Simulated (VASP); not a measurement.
# P (Pm-3m) in VASP: a series of runs, part 2 of 2

VASP 6.6.1.

### 5 Single point, PBE+D3(BJ)

This run uses another cell than the first one, of 14.00 Å³/atom, 0.974 times its volume.

INCAR

```
PREC     = Accurate       # precision mode
ENCUT    = 520            # plane-wave cutoff, eV
EDIFF    = 1E-7           # SCF threshold, eV
ISMEAR   = -1             # smearing method
SIGMA    = 0.15           # smearing width, eV
LREAL    = False          # projectors in reciprocal space
LASPH    = True           # aspherical terms in the spheres
NELM     = 60             # most SCF steps
ALGO     = Normal         # electronic algorithm
ISIF     = 2              # what is computed and relaxed
LWAVE    = False          # write WAVECAR
LCHARG   = True           # write CHGCAR
GGA      = PE             # functional
IVDW     = 12             # dispersion correction
LELF     = True           # ELF
LVHAR    = True         
NBANDS   = 8              # bands
```

KPOINTS

```
Automatic mesh
0
Gamma
  20 20 20
```

POSCAR

```
P
1.0
    2.4099996683      0.0000000000      0.0000000000
    0.0000000000      2.4099996683      0.0000000000
    0.0000000000      0.0000000000      2.4100202340
P
1
Direct
    0.0000000000      0.0000000000      0.0000000000
```

Potentials or basis: VASP PAW PBE potentials, release 64 (P).

On the command line:

```sh
cat potpaw_PBE.64/P/POTCAR > POTCAR
mpirun -np 1 vasp_std > vasp.out
```

OUTCAR:

```text
PREC = Accurate
   ENCUT = 520
   EDIFF = 1E-7
   ISMEAR = -1
   LREAL = False
   LASPH = True
   NELM = 60
   ISIF = 2
   GGA = PE
   IVDW = 12
 IVDW          = 12

 ion  position               nearest neighbor table
   1  0.000  0.000  0.000-

  LATTYP: Found a simple cubic cell.
 ALAT       =     2.4099996683

  Lattice vectors:

 A1 = (   2.4099996683,   0.0000000000,   0.0000000000)
 A2 = (   0.0000000000,   2.4099996683,   0.0000000000)
 A3 = (   0.0000000000,   0.0000000000,   2.4100202340)

Analysis of symmetry for initial positions (statically):
=====================================================================
 Subroutine PRICEL returns:
 Original cell was already a primitive cell.

 Routine SETGRP: Setting up the symmetry group for a
 simple cubic supercell.

 Subroutine GETGRP returns: Found 48 space group operations
 (whereof 48 operations were pure point group operations)
 out of a pool of 48 trial point group operations.

The static configuration has the point symmetry O_h .

Analysis of symmetry for dynamics (positions and initial velocities):
=====================================================================
 Subroutine PRICEL returns:
 Original cell was already a primitive cell.

 Routine SETGRP: Setting up the symmetry group for a
 simple cubic supercell.

 Subroutine GETGRP returns: Found 48 space group operations
 (whereof 48 operations were pure point group operations)
 out of a pool of 48 trial point group operations.

The dynamic configuration has the point symmetry O_h .

 Subroutine INISYM returns: Found 48 space group operations
 (whereof 48 operations are pure point group operations),
 and found     1 'primitive' translations

[... 109 lines left out ...]
   IALGO  =     38    algorithm
   IMIX   =      4    mixing-type and parameters
     AMIX     =   0.40;   BMIX     =  1.00
     AMIX_MAG =   1.60;   BMIX_MAG =  1.00
  volume/ion in A,a.u.               =      14.00        94.46
  Fermi-wavevector in a.u.,A,eV,Ry     =   1.161573  2.195055 18.357695  1.349252
  Thomas-Fermi vector in A             =   2.298144
   LORBIT       =      0    0 simple, 1 ext, 2 COOP (PROOUT), +10 PAW based schemes
   GGA     = PE    functional components
   LHFCALC =     F    Hartree Fock is set to
   AEXX    =    0.0000 exact exchange contribution
   IVDW    =    12    specifies the selected vdW correction
   LEPSILON=     F    determine dielectric tensor
   LRPA    =     F    only Hartree local field effects (RPA)
 non-spin polarized calculation
  energy-cutoff  :      520.00
  volume of cell :       14.00
 maximum number of plane-waves:       391
 NGX is ok and might be reduce to    18
   NGX =  9   NGY =  9   NGZ =  9

 number of electron       4.9999992 magnetization

 Free energy of the ion-electron system (eV)
  ---------------------------------------------------
  ext. energy  EPLUGINS =         0.00000000
  ---------------------------------------------------
  free energy    TOTEN  =        -5.27292127 eV

  energy without entropy =       -5.24887246  energy(sigma->0) =       -5.26089687

 E-fermi :  10.3207     XC(G=0): -11.4529

 val. band max:       10.3205097516   @ k =   0.2500   0.2000   0.0500
 cond. band min:      10.3397798260   @ k =   0.2000   0.2000   0.0000
 fundamental gap:      0.0192700744
 Fermi energy:        10.3206648304

 k-point     1 :       0.0000    0.0000    0.0000
  band No.  band energies     occupation
      1      -6.6937      2.00000
      2      15.4536      0.00000
      3      15.4539      0.00000
      4      15.4539      0.00000
      5      16.9634      0.00000
      6      16.9635      0.00000
      7      24.9774      0.00000
      8      35.1710      0.00000
[... 243 lines left out ...]
 k-point    24 :       0.2000    0.1000    0.0000
  band No.  band energies     occupation
      1      -5.5242      2.00000
      2       8.8784      1.99987
      3      13.2879      0.00000
      4      16.3684      0.00000
      5      19.5797      0.00000
      6      23.6340      0.00000
      7      27.5294      0.00000
      8      29.8091      0.00000

 [... further k-points ...]

------------------------ aborting loop because EDIFF is reached ----------------------------------------

 Edisp (eV)   -0.50480

 E8    (eV) :    -0.1907

  FORCE on cell =-STRESS in cart. coord.  units (eV):
  Direction    XX          YY          ZZ          XY          YZ          ZX
  --------------------------------------------------------------------------------------
  -------------------------------------------------------------------------------------
  Total      -0.02828    -0.02828    -0.02828    -0.00000     0.00000     0.00000
  in kB      -3.23723    -3.23723    -3.23729    -0.00000     0.00000     0.00000
  external pressure =       -3.24 kB  Pullay stress =        0.00 kB

 VOLUME and BASIS-vectors are now :
 -----------------------------------------------------------------------------
  energy-cutoff  :      520.00
  volume of cell :       14.00
      direct lattice vectors                 reciprocal lattice vectors
     2.409999668  0.000000000  0.000000000     0.414937816  0.000000000  0.000000000
     0.000000000  2.409999668  0.000000000     0.000000000  0.414937816  0.000000000
     0.000000000  0.000000000  2.410020234     0.000000000  0.000000000  0.414934276

 POSITION                                       TOTAL-FORCE (eV/Angst)
 -----------------------------------------------------------------------------------
      0.00000      0.00000      0.00000         0.000000      0.000000      0.000000
 -----------------------------------------------------------------------------------
    total drift:                               -0.000000     -0.000000      0.000000

  FREE ENERGIE OF THE ION-ELECTRON SYSTEM (eV)
  ---------------------------------------------------
  free  energy   TOTEN  =        -5.7777176978 eV

  energy  without entropy=       -5.7536688963  energy(sigma->0) =       -5.76569330
```

It took 21 s on 1 thread of AMD EPYC 7R43 (Zen 3), shared host; peak memory 0.11 GiB.

Results:

| Item | Value |
| --- | --- |
| Free energy | -5.7777 eV |
| Pressure | -0.3 GPa |
| Dispersion energy per atom | -0.505 eV |

Levels at points of the mesh, in eV from the Fermi level:
```tsv
k point	band 1	band 2	band 3	band 4	band 5	band 6
(0.00, 0.00, 0.00)	-17.01	5.13	5.13	5.13	6.64	6.64
(0.50, 0.00, 0.00)	-12.49	-9.12	8.12	8.12	9.29	14.42
(0.50, 0.50, 0.00)	-7.55	-5.57	-5.57	0.64	10.91	17.05
(0.50, 0.50, 0.50)	-2.33	-2.33	-2.33	-1.30	4.44	4.44
```

Caveat: pairwise dispersion overbinds metals, which lowers pressure and volume.

### 6 Overview

| cell | k mesh | smearing | gap on the mesh (eV) | pressure (GPa) |
| --- | --- | --- | --- | --- |
| a = 2.431 Å, 1 atom | 18 × 18 × 18 | gaussian 0.1 eV | none | -3.4 |
| a = 2.454 Å, 1 atom | 18 × 18 × 18 | gaussian 0.1 eV | none | -6.4 |
| a = 2.485 Å, 1 atom | 18 × 18 × 18 | gaussian 0.1 eV | none | -9.8 |
| a = 2.410 Å, 1 atom | 20 × 20 × 20 | fermi-dirac 0.15 eV | none | -0.3 |

Alike in all rows: task single point; level PBE+D3(BJ); potentials or basis VASP PAW PBE potentials, release 64 (P); no spin polarisation; cutoff (eV) 520.

Caveats: pairwise dispersion overbinds metals, which lowers pressure and volume.

Total energies depend on the potentials used, so only differences within one code and one set of settings carry meaning.
